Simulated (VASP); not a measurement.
Runs of VASP 6.6.1 on GaN. The structure is that of space group Fm-3m (No. 225), or close to it. The cells are those of the table. 

| level | spin | cell | k mesh | smearing | grid for exact exchange (PRECFOCK) | share of exact exchange | screening parameter | gap on the mesh (eV) | pressure (GPa) | moment (μB) |
| --- | --- | --- | --- | --- | --- | --- | --- | --- | --- | --- |
| RPBE+D3(BJ) | collinear | a = 3.079 Å, angles 60.0°, 2 atoms | 11 × 11 × 11 | fermi-dirac 0.05 eV | - | - | - | 0.29 | (c) | 0.00 |
| B3LYP | off | a = 3.020 Å, angles 60.0°, 2 atoms | 6 × 6 × 6 | fermi-dirac 0.05 eV | Normal | 0.2 | - | (a) | (b) | - |
| HSE06 | non-collinear, zero start, SOC | a = 3.020 Å, angles 60.0°, 2 atoms | 5 × 5 × 5 | fermi-dirac 0.05 eV | Normal | 0.25 | 0.2079 1/Å | - | -9.2 | 0.00 |
| RPBE+D3(BJ) | collinear | a = 3.059 Å, angles 60.0°, 2 atoms | 11 × 11 × 11 | fermi-dirac 0.05 eV | - | - | - | 0.40 | -26.7 | 0.00 |
| r2SCAN+rVV10 | non-collinear, zero start, SOC | a = 3.020 Å, angles 60.0°, 2 atoms | 11 × 11 × 11 | gaussian 0.01 eV | - | - | - | - | -9.0 | 0.00 |

Alike in all rows: task single point; potentials or basis VASP PAW PBE potentials, release 64 (Ga_d, N); cutoff (eV) 520.

Question: Estimate the missing entries.

Answer: (a) 1.84; (b) -1.0; (c) -29.2.

Caveats: some runs use coarse meshes; the PAW data sets were made with another functional, which shifts forces and pressure a little; the cell stands under tension (at least some runs); three body term missing (at least some runs); the dispersion term is far too large for a dense solid, which distorts pressure and volume (at least some runs); semilocal functionals underestimate gaps, and a narrow one can read as zero (at least some runs); an odd mesh through Γ misses points on the zone boundary, where band edges can lie (at least some runs).

A k mesh can miss the band edges, and rows without SOC leave out spin-orbit coupling on Ga.
